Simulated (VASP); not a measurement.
# InSb (I-4m2) in VASP: further runs, part 2 of 3

VASP 6.6.1.

## (3) Single point, LDA

This run uses another cell than the first one, of the same volume but with other edges.

Input file INCAR:

```
SYSTEM = InSb
ALGO = Normal
EDIFF = 1E-6
ENCUT = 500
GGA_COMPAT = .False.
ISIF = 2
ISMEAR = 0
LASPH = .True.
LCHARG = .True.
LELF = .True.
LREAL = .False.
LVHAR = .True.
LWAVE = .False.
NBANDS = 16
NELM = 120
PREC = Accurate
SIGMA = 0.15
```

Input file KPOINTS:

```
k-points
0
Gamma
  22 22 22
  0 0 0
```

Input file POSCAR:

```
InSb
1.0
   -2.6981484355      2.6981484355      1.9491515228
    2.6981484355     -2.6981484355      1.9491515228
    2.6981484355      2.6981484355     -1.9491515228
In Sb
1 1
Direct
    0.2500000000      0.7500000000      0.5000000000
    0.0000000000      0.0000000000      0.0000000000
```

Potentials or basis: VASP PAW LDA potentials, release 64 (In_d, Sb).

Run with:

```sh
$ cat potpaw_LDA.64/In_d/POTCAR potpaw_LDA.64/Sb/POTCAR > POTCAR
$ mpirun -np 1 vasp_std > vasp.out
```

OUTCAR:

```text
SYSTEM = InSb
   EDIFF = 1E-6
   ENCUT = 500
   ISIF = 2
   ISMEAR = 0
   LASPH = .True.
   LREAL = .False.
   NELM = 120
   PREC = Accurate

 ion  position               nearest neighbor table
   1  0.250  0.750  0.500-   2 2.87   2 2.87   2 2.87   2 2.87
   2  0.000  0.000  0.000-   1 2.87   1 2.87   1 2.87   1 2.87

  LATTYP: Found a body centered tetragonal cell.
 ALAT       =     5.3962968710
 C/A-ratio  =     0.7224033701

  Lattice vectors:

 A1 = (  -2.6981484355,   2.6981484355,   1.9491515228)
 A2 = (   2.6981484355,  -2.6981484355,   1.9491515228)
 A3 = (   2.6981484355,   2.6981484355,  -1.9491515228)

Analysis of symmetry for initial positions (statically):
=====================================================================
 Subroutine PRICEL returns:
 Original cell was already a primitive cell.

 Routine SETGRP: Setting up the symmetry group for a
 body centered tetragonal supercell.

 Subroutine GETGRP returns: Found  8 space group operations
 (whereof  8 operations were pure point group operations)
 out of a pool of 16 trial point group operations.

The static configuration has the point symmetry D_2d.

Analysis of symmetry for dynamics (positions and initial velocities):
=====================================================================
 Subroutine PRICEL returns:
 Original cell was already a primitive cell.

 Routine SETGRP: Setting up the symmetry group for a
 body centered tetragonal supercell.

 Subroutine GETGRP returns: Found  8 space group operations
 (whereof  8 operations were pure point group operations)
 out of a pool of 16 trial point group operations.

The dynamic configuration has the point symmetry D_2d.

 Subroutine INISYM returns: Found  8 space group operations
 (whereof  8 operations are pure point group operations),
 and found     1 'primitive' translations

----------------------------------------------------------------------------------------

                                     Primitive cell

  volume of cell :      56.7593

  direct lattice vectors                    reciprocal lattice vectors
    -2.698148435  2.698148435  1.949151523     0.000000000  0.185312266  0.256521873
     2.698148435 -2.698148435  1.949151523     0.185312266  0.000000000  0.256521873
     2.698148435  2.698148435 -1.949151523     0.185312266  0.185312266  0.000000000

  length of vectors
     4.284763893  4.284763893  4.284763893     0.316455538  0.316455538  0.262071120

  position of ions in fractional coordinates (direct lattice)
     0.250000000  0.750000000  0.500000000
     0.000000000  0.000000000  0.000000000

  ion indices of the primitive-cell ions
   primitive index   ion index
                 1           1
                 2           2

----------------------------------------------------------------------------------------

 KPOINTS: k-points

Automatic generation of k-mesh.
 Grid dimensions read from file:
 generate k-points for:   22   22   22

 Generating k-lattice:

  Cartesian coordinates                     Fractional coordinates (reciprocal lattice)
     0.000000000  0.008423285  0.011660085     0.045454545  0.000000000 -0.000000000
     0.008423285  0.000000000  0.011660085     0.000000000  0.045454545 -0.000000000
     0.008423285  0.008423285  0.000000000     0.000000000  0.000000000  0.045454545

  Length of vectors
     0.014384343  0.014384343  0.011912324

  Shift w.r.t. Gamma in fractional coordinates (k-lattice)
     0.000000000  0.000000000  0.000000000

 Subroutine IBZKPT returns following result:
 ===========================================

 Found    834 irreducible k-points:

 Following reciprocal coordinates:
            Coordinates               Weight
  0.000000  0.000000  0.000000      1.000000
  0.045455  0.000000 -0.000000      8.000000
  0.090909  0.000000 -0.000000      8.000000
  0.136364  0.000000 -0.000000      8.000000
  0.181818  0.000000 -0.000000      8.000000
  0.227273  0.000000 -0.000000      8.000000
[... 16 lines left out ...]
  0.500000  0.045455  0.000000     16.000000
 -0.454545  0.045455  0.000000     16.000000
 [... further k-points ...]
   k-points           NKPTS =    834   k-points in BZ     NKDIM =    834   number of bands    NBANDS=     16
   number of dos      NEDOS =    301   number of ions     NIONS =      2
   total plane-waves  NPLWV =  32768
   dimension x,y,z NGX =    32 NGY =   32 NGZ =   32
   dimension x,y,z NGXF=    64 NGYF=   64 NGZF=   64
   ions per type =               1   1
   NGX,Y,Z   is equivalent  to a cutoff of  12.42, 12.42, 12.42 a.u.
   NGXF,Y,Z  is equivalent  to a cutoff of  24.83, 24.83, 24.83 a.u.
 SYSTEM =  InSb
   PREC   = accura    normal or accurate (medium, high low for compatibility)
   ISTART =      0    job   : 0-new  1-cont  2-samecut
   ICHARG =      2    charge: 1-file 2-atom 10-const
   ISPIN  =      1    spin polarized calculation?
   LNONCOLLINEAR =      F non collinear calculations
   LSORBIT =      F    spin-orbit coupling
   LASPH  =      T    aspherical Exc in radial PAW
   ENCUT  =  500.0 eV  36.75 Ry    6.06 a.u.   7.81  7.81  7.81*2*pi/ulx,y,z
   NELM   =    120;   NELMIN=  2; NELMDL= -5     # of ELM steps
   EDIFF  = 0.1E-05   stopping-criterion for ELM
   LREAL  =      F    real-space projection
   EDIFFG = 0.1E-04   stopping-criterion for IOM
   NSW    =      0    number of steps for IOM
   IBRION =     -1    ionic relax: 0-MD 1-quasi-New 2-CG
   NFREE  =      0    steps in history (QN), initial steepest desc. (CG)
   ISIF   =      2    stress and relaxation
   ISYM   =      2    0-nonsym 1-usesym 2-fastsym
   POTIM  = 0.5000    time-step for ionic-motion
   TEBEG  =    0.0;   TEEND  =   0.0 temperature during run
   PSTRESS=    0.0 pullay stress
   NELECT =      18.0000    total number of electrons
   NUPDOWN=      -1.0000    fix difference up-down
   EMIN   =  10.00;   EMAX   =-10.00  energy-range for DOS
   EFERMI =   0.00;   METHOD = LEGACY
   ISMEAR =     0;   SIGMA  =   0.15  broadening in eV -4-tet -1-fermi 0-gaus
   EFERMI_NEDOS =   21; number of points for ismear=-14 and -15
   IALGO  =     38    algorithm
   IMIX   =      4    mixing-type and parameters
     AMIX     =   0.40;   BMIX     =  1.00
     AMIX_MAG =   1.60;   BMIX_MAG =  1.00
  volume/ion in A,a.u.               =      28.38       191.52
  Fermi-wavevector in a.u.,A,eV,Ry     =   1.116400  2.109690 16.957613  1.246349
  Thomas-Fermi vector in A             =   2.253014
   LORBIT       =      0    0 simple, 1 ext, 2 COOP (PROOUT), +10 PAW based schemes
   GGA     = CA    functional components
   LHFCALC =     F    Hartree Fock is set to
   AEXX    =    0.0000 exact exchange contribution
   IVDW    =     0    specifies the selected vdW correction
   LEPSILON=     F    determine dielectric tensor
   LRPA    =     F    only Hartree local field effects (RPA)
 non-spin polarized calculation
 Gauss-broadening in eV      SIGMA  =   0.15
  energy-cutoff  :      500.00
  volume of cell :       56.76
 maximum number of plane-waves:      1456
   NGX = 15   NGY = 15   NGZ = 15

 number of electron      17.9999999 magnetization

 Free energy of the ion-electron system (eV)
  ---------------------------------------------------
  ext. energy  EPLUGINS =         0.00000000
  ---------------------------------------------------
  free energy    TOTEN  =        -7.83396080 eV

  energy without entropy =       -7.82371552  energy(sigma->0) =       -7.82883816

 E-fermi :   6.8212     XC(G=0): -10.0221

 val. band max:        6.8207826564   @ k =  -0.2273   0.3636   0.0455
 cond. band min:       6.8217888553   @ k =  -0.1818   0.2727   0.1818
 fundamental gap:      0.0010061989
 Fermi energy:         6.8212264524

 k-point     1 :       0.0000    0.0000    0.0000
  band No.  band energies     occupation
      1      -7.8024      2.00000
      2      -7.7526      2.00000
      3      -7.7474      2.00000
      4      -7.7474      2.00000
      5      -7.7290      2.00000
      6      -4.4675      2.00000
[... 8 lines left out ...]
     15      13.9025      0.00000
     16      15.0269      0.00000
[... 419 lines left out ...]
 k-point    24 :      -0.4545    0.0455    0.0000
  band No.  band energies     occupation
      1      -7.8371      2.00000
      2      -7.7789      2.00000
      3      -7.7598      2.00000
      4      -7.7053      2.00000
      5      -7.6806      2.00000
      6      -2.4802      2.00000
[... 8 lines left out ...]
     15      16.5860      0.00000
     16      18.1724      0.00000

 [... further k-points ...]

------------------------ aborting loop because EDIFF is reached ----------------------------------------

  FORCE on cell =-STRESS in cart. coord.  units (eV):
  Direction    XX          YY          ZZ          XY          YZ          ZX
  --------------------------------------------------------------------------------------
  -------------------------------------------------------------------------------------
  Total        0.2444988      0.2444988     -0.7480003      0.0000000     -0.0000000      0.0000000
  in kB        6.9016029      6.9016029    -21.1142211      0.0000000     -0.0000000      0.0000000
  external PRESSURE =      -2.4370051 kB  Pullay stress =       0.0000000 kB

 VOLUME and BASIS-vectors are now :
 -----------------------------------------------------------------------------
  energy-cutoff  :      500.00
  volume of cell :       56.76
      direct lattice vectors                 reciprocal lattice vectors
    -2.698148435  2.698148435  1.949151523     0.000000000  0.185312266  0.256521873
     2.698148435 -2.698148435  1.949151523     0.185312266  0.000000000  0.256521873
     2.698148435  2.698148435 -1.949151523     0.185312266  0.185312266  0.000000000

 POSITION                                       TOTAL-FORCE (eV/Angst)
 -----------------------------------------------------------------------------------
      2.69815      0.00000      0.97458         0.000000      0.000000      0.000000
      0.00000      0.00000      0.00000        -0.000000     -0.000000     -0.000000
 -----------------------------------------------------------------------------------
    total drift:                                0.000000     -0.000000     -0.000000

  FREE ENERGIE OF THE ION-ELECTRON SYSTEM (eV)
  ---------------------------------------------------
  free  energy   TOTEN  =        -7.8339607989 eV

  energy  without entropy=       -7.8237155185  energy(sigma->0) =       -7.82883816
```

stdout:

```text
POSCAR found type information on POSCAR InSb
 POSCAR found :  2 types and       2 ions
 scaLAPACK will be used
 LDA part: xc-table for (Slater(with rela. corr.)+CA(PZ))
 , standard interpolation
 POSCAR, INCAR and KPOINTS ok, starting setup
 FFT: planning ... GRIDC
 FFT: planning ... GRID_SOFT
 FFT: planning ... GRID
 WAVECAR not read
 entering main loop
```

Wall time 11 min (1 thread of AMD EPYC 7R13, shared host); peak memory 0.74 GiB.

Results:

- Free energy: -7.8340 eV
- Pressure: -0.2 GPa
- Band gap on the k mesh: zero (bands 9 and 10 overlap by 3.33 eV)

Caveat: spin-orbit coupling is left out, which moves the levels of the heavy elements.

## (4) Single point, LDA

This run uses another cell than the first one, of the same volume but with other edges.

Input file INCAR:

```
SYSTEM = InSb
PREC = Accurate
ENCUT = 500
EDIFF = 1E-6
ISMEAR = 0
SIGMA = 0.15
LREAL = .False.
LASPH = .True.
NELM = 120
ALGO = Normal
ISIF = 2
LWAVE = .False.
LCHARG = .False.
GGA = CA
NBANDS = 16
GGA_COMPAT = .False.
```

Input file KPOINTS:

```
regular mesh
0
Gamma
  22 22 22
  0 0 0
```

Input file POSCAR:

```
InSb
1.0
   -3.0277337356      3.0277337356      1.5478965000
    3.0277337356     -3.0277337356      1.5478965000
    3.0277337356      3.0277337356     -1.5478965000
In Sb
1 1
Direct
    0.2500000000      0.7500000000      0.5000000000
    0.0000000000      0.0000000000      0.0000000000
```

Potentials or basis: VASP PAW LDA potentials, release 64 (In_d, Sb).

Run with:

```sh
$ cat potpaw_LDA.64/In_d/POTCAR potpaw_LDA.64/Sb/POTCAR > POTCAR
$ mpirun -np 1 vasp_std > vasp.out
```

OUTCAR:

```text
SYSTEM = InSb
   PREC = Accurate
   ENCUT = 500
   EDIFF = 1E-6
   ISMEAR = 0
   LREAL = .False.
   LASPH = .True.
   NELM = 120
   ISIF = 2
   GGA = CA

 ion  position               nearest neighbor table
   1  0.250  0.750  0.500-   2 3.13   2 3.13   2 3.13   2 3.13   2 3.82   2 3.82   2 3.82   2 3.82

   2  0.000  0.000  0.000-   1 3.13   1 3.13   1 3.13   1 3.13   1 3.82   1 3.82   1 3.82   1 3.82

  LATTYP: Found a body centered tetragonal cell.
 ALAT       =     6.0554674712
 C/A-ratio  =     0.5112393081

  Lattice vectors:

 A1 = (  -3.0277337356,   3.0277337356,   1.5478965000)
 A2 = (   3.0277337356,  -3.0277337356,   1.5478965000)
 A3 = (   3.0277337356,   3.0277337356,  -1.5478965000)

Analysis of symmetry for initial positions (statically):
=====================================================================
 Subroutine PRICEL returns:
 Original cell was already a primitive cell.

 Routine SETGRP: Setting up the symmetry group for a
 body centered tetragonal supercell.

 Subroutine GETGRP returns: Found  8 space group operations
 (whereof  8 operations were pure point group operations)
 out of a pool of 16 trial point group operations.

The static configuration has the point symmetry D_2d.

Analysis of symmetry for dynamics (positions and initial velocities):
=====================================================================
 Subroutine PRICEL returns:
 Original cell was already a primitive cell.

 Routine SETGRP: Setting up the symmetry group for a
 body centered tetragonal supercell.

 Subroutine GETGRP returns: Found  8 space group operations
 (whereof  8 operations were pure point group operations)
 out of a pool of 16 trial point group operations.

The dynamic configuration has the point symmetry D_2d.

 Subroutine INISYM returns: Found  8 space group operations
 (whereof  8 operations are pure point group operations),
 and found     1 'primitive' translations

[... 115 lines left out ...]
  volume/ion in A,a.u.               =      28.38       191.52
  Fermi-wavevector in a.u.,A,eV,Ry     =   1.116400  2.109690 16.957613  1.246349
  Thomas-Fermi vector in A             =   2.253014
   LORBIT       =      0    0 simple, 1 ext, 2 COOP (PROOUT), +10 PAW based schemes
   GGA     = CA    functional components
   LHFCALC =     F    Hartree Fock is set to
   AEXX    =    0.0000 exact exchange contribution
   IVDW    =     0    specifies the selected vdW correction
   LEPSILON=     F    determine dielectric tensor
   LRPA    =     F    only Hartree local field effects (RPA)
 non-spin polarized calculation
 Gauss-broadening in eV      SIGMA  =   0.15
  energy-cutoff  :      500.00
  volume of cell :       56.76
 maximum number of plane-waves:      1477
 NGX is ok and might be reduce to    36

 number of electron      18.0000005 magnetization

 Free energy of the ion-electron system (eV)
  ---------------------------------------------------
  ext. energy  EPLUGINS =         0.00000000
  ---------------------------------------------------
  free energy    TOTEN  =        -7.99996865 eV

  energy without entropy =       -7.99003361  energy(sigma->0) =       -7.99500113

 E-fermi :   6.7954     XC(G=0): -10.0757

 val. band max:        6.7915415238   @ k =  -0.0909   0.5000   0.0455
 cond. band min:       6.7961330901   @ k =   0.1364   0.1364   0.0455
 fundamental gap:      0.0045915663
 Fermi energy:         6.7954497053

 k-point     1 :       0.0000    0.0000    0.0000
  band No.  band energies     occupation
      1      -7.9124      2.00000
      2      -7.5979      2.00000
      3      -7.5937      2.00000
      4      -7.4703      2.00000
      5      -7.4703      2.00000
      6      -4.4906      2.00000
[... 433 lines left out ...]
      3      -7.5944      2.00000
      4      -7.5417      2.00000
      5      -7.4062      2.00000
      6      -1.4752      2.00000
[... 8 lines left out ...]
     15      15.0550      0.00000
     16      16.6912      0.00000

 [... further k-points ...]

------------------------ aborting loop because EDIFF is reached ----------------------------------------

  FORCE on cell =-STRESS in cart. coord.  units (eV):
  Direction    XX          YY          ZZ          XY          YZ          ZX
  --------------------------------------------------------------------------------------
  -------------------------------------------------------------------------------------
  Total       -1.8162277     -1.8162277     -0.6270316      0.0000000      0.0000000      0.0000000
  in kB      -51.2676732    -51.2676732    -17.6995717      0.0000000      0.0000000      0.0000000
  external PRESSURE =     -40.0783060 kB  Pullay stress =       0.0000000 kB

 VOLUME and BASIS-vectors are now :
 -----------------------------------------------------------------------------
  energy-cutoff  :      500.00
  volume of cell :       56.76
      direct lattice vectors                 reciprocal lattice vectors
    -3.027733736  3.027733736  1.547896500     0.000000000  0.165140017  0.323019013
     3.027733736 -3.027733736  1.547896500     0.165140017  0.000000000  0.323019013
     3.027733736  3.027733736 -1.547896500     0.165140017  0.165140017  0.000000000

 POSITION                                       TOTAL-FORCE (eV/Angst)
 -----------------------------------------------------------------------------------
      3.02773      0.00000      0.77395        -0.000000     -0.000000      0.000000
      0.00000      0.00000      0.00000         0.000000      0.000000     -0.000000
 -----------------------------------------------------------------------------------
    total drift:                                0.000000     -0.000000      0.000000

  FREE ENERGIE OF THE ION-ELECTRON SYSTEM (eV)
  ---------------------------------------------------
  free  energy   TOTEN  =        -7.9999686522 eV

  energy  without entropy=       -7.9900336073  energy(sigma->0) =       -7.99500113
```

OSZICAR:

```text
N       E                     dE             d eps       ncg     rms          rms(c)
DAV:   1     0.106780408988E+03    0.10678E+03   -0.78824E+03 26760   0.115E+03
DAV:   2    -0.163630690763E+01   -0.10842E+03   -0.10517E+03 30224   0.289E+02
DAV:   3    -0.788165857814E+01   -0.62454E+01   -0.62003E+01 33688   0.681E+01
DAV:   4    -0.804039232029E+01   -0.15873E+00   -0.15869E+00 32512   0.122E+01
DAV:   5    -0.804917879561E+01   -0.87865E-02   -0.87863E-02 39160   0.253E+00    0.326E+00
DAV:   6    -0.800794846552E+01    0.41230E-01   -0.70599E-02 34872   0.428E+00    0.174E+00
DAV:   7    -0.800080555989E+01    0.71429E-02   -0.18421E-02 35608   0.163E+00    0.375E-01
DAV:   8    -0.800000165013E+01    0.80391E-03   -0.19528E-03 34040   0.575E-01    0.140E-01
DAV:   9    -0.799997160434E+01    0.30046E-04   -0.16722E-04 37432   0.105E-01    0.523E-02
DAV:  10    -0.799996851984E+01    0.30845E-05   -0.93406E-06 37464   0.274E-02    0.233E-02
DAV:  11    -0.799996865217E+01   -0.13233E-06   -0.14106E-06 25872   0.133E-02
   1 F= -.79999687E+01 E0= -.79950011E+01  d E =-.993504E-02
```

It took 15 min on 1 thread of Intel Xeon 8259CL, shared host; peak memory 0.79 GiB.

What came out:

```
Free energy            : -8.0000 eV
Pressure               : -4.0 GPa
Band gap on the k mesh : zero (bands 9 and 10 overlap by 3.78 eV)
```

Stress tensor (GPa, compression positive):
```
-5.13  0.00  0.00
 0.00 -5.13  0.00
 0.00  0.00 -1.77
```

Levels at points of the mesh, in eV from the Fermi level:
| k point | band 7 | band 8 | band 9 | band 10 | band 11 | band 12 |
| --- | --- | --- | --- | --- | --- | --- |
| (0.00, 0.00, 0.00) | -3.92 | -2.17 | -2.17 | 3.19 | 5.47 | 5.77 |
| (0.50, 0.00, 0.00) | -4.70 | -2.17 | -1.21 | -0.88 | 2.73 | 2.80 |
| (0.50, 0.50, 0.00) | -7.35 | -0.64 | 1.23 | 1.27 | 1.52 | 5.05 |
| (0.50, 0.50, 0.50) | -5.68 | -4.51 | -4.51 | 4.69 | 6.87 | 7.99 |

Caveat: the cell stands under tension; spin-orbit coupling is left out, which moves the levels of the heavy elements.

(Continued in part 3 of 3.)
